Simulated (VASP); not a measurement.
Set up this calculation in VASP 6.6.1, as the native input.

| Item | Value |
| --- | --- |
| Task | single point |
| Functional | PBEsol |
| Potentials or basis | VASP PAW PBE potentials, release 64 (C) |
| Cutoff | 520 eV |
| k mesh | 19 × 5 × 11 |
| Occupations | fermi-dirac, width 0.05 eV |
| Spin | no spin polarisation |
| Dipole correction | no |
| Further INCAR settings | ALGO = Normal; EDIFF = 1e-07; NBANDS = 16 |

The structure of C lies in POSCAR:

```
C
1.0
   -0.8531263118      1.4776581173      0.0000000000
    0.0000000000      0.0000000000      6.3117731547
    2.5593789354      1.4776581173      0.0000000000
C
4
Direct
    0.5000000000      0.2500000000      0.1666666670
    0.0000000000      0.2500000000      0.6666666670
    0.0000000000      0.7500000000      0.3333333330
    0.5000000000      0.7500000000      0.8333333330
```

The input as run:

INCAR

```
ALGO = Normal
EDIFF = 1E-7
ENCUT = 520
GGA = PS
ISIF = 2
ISMEAR = -1
LASPH = T
LCHARG = F
LREAL = F
LWAVE = F
NBANDS = 16
NELM = 80
PREC = Accurate
SIGMA = 0.05
```

KPOINTS

```
k-points
0
Gamma
  19 5 11
```

Potentials or basis: VASP PAW PBE potentials, release 64 (C).

Launch:

```sh
$ cat potpaw_PBE.64/C/POTCAR > POTCAR
$ mpirun -np 1 vasp_std > vasp.out
```

Results of the run:

```json
{"Pressure": "-1.2 GPa", "Band gap on the k mesh": "zero (bands 8 and 9 overlap by 2.11 eV)"}
```

Caveat: the stress differs along the axes, from -7 to 3 GPa; the PAW data sets were made with another functional, which shifts forces and pressure a little.

It took 96 s on 1 thread of Intel Xeon 8259CL (shared host), peak memory 0.18 GiB.
